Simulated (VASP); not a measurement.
Wanted: the native input for a VASP 6.6.1 run.

```yaml
Task: single point
Functional: LDA
Potentials_or_basis: VASP PAW LDA potentials, release 64 (W_sv, C, Cl, H)
Cutoff: 520 eV
k_mesh: 3 × 3 × 1
Occupations: gaussian, width 0.05 eV
Spin: no spin polarisation
Dipole_correction: no
Further_INCAR_settings: LREAL = Auto; ALGO = Normal; EDIFF = 1e-07; NBANDS = 91
```

The structure of HW8C8Cl lies in POSCAR:

```
HW8C8Cl
1.0
    5.7868000000      0.0000000000      0.0000000000
   -2.8934000000      5.0115160000      0.0000000000
    0.0000000000      0.0000000000     16.2472500000
W C Cl H
8 8 1 1
Direct
    0.0000000000      0.0000000000      0.0615488775
    0.0046229369      0.0174504082      0.2331022173
    0.0000000000      0.5000000000      0.0615488775
    0.0054670558      0.5145295356      0.2345992091
    0.5000000000      0.0000000000      0.0615488775
    0.5094569326      0.0188972758      0.2340365293
    0.5000000000      0.5000000000      0.0615488775
    0.5073497923      0.5178806174      0.2335347213
    0.3363685233      0.1739784927      0.1427914262
    0.3371597350      0.1874382921      0.3100055702
    0.3357537905      0.6720609093      0.1406225669
    0.3394788736      0.6977000572      0.3008824263
    0.8347822999      0.1719465727      0.1419506070
    0.8421438096      0.1862151094      0.3095945468
    0.8345055426      0.6711196772      0.1401410700
    0.8520872798      0.6978698661      0.3004630938
    0.3754673350      1.2976596303      0.4089350505
   -0.1131711496      1.2478258076      0.3744295804
```

These files were run (other wordings do the same):

INCAR

```
PREC = Accurate
ENCUT = 520
EDIFF = 1E-7
ISMEAR = 0
SIGMA = 0.05
LREAL = Auto
LASPH = True
NELM = 60
ALGO = Normal
ISIF = 2
LWAVE = False
LCHARG = False
GGA = CA
NBANDS = 91
```

KPOINTS

```
regular mesh
0
Gamma
  3 3 1
```

Potentials or basis: VASP PAW LDA potentials, release 64 (W_sv, C, Cl, H).

The run is started by

```bash
$ cat potpaw_LDA.64/W_sv/POTCAR potpaw_LDA.64/C/POTCAR potpaw_LDA.64/Cl/POTCAR potpaw_LDA.64/H/POTCAR > POTCAR
$ mpirun -np 1 vasp_std > vasp.out
```

Results of the run:

The largest force is 0.549 eV/Å and the band gap on the k mesh is zero (bands 76 and 77 overlap by 0.79 eV).

Caveat: the k points lie up to 0.42 Å⁻¹ apart, too coarse for converged energies and pressures of a metal; spin-orbit coupling is left out, which moves the levels of the heavy elements.

Wall time 22 min on 1 thread of AMD EPYC 7R43 64-Core Processor (Zen 3) (shared host), peak memory 0.47 GiB.
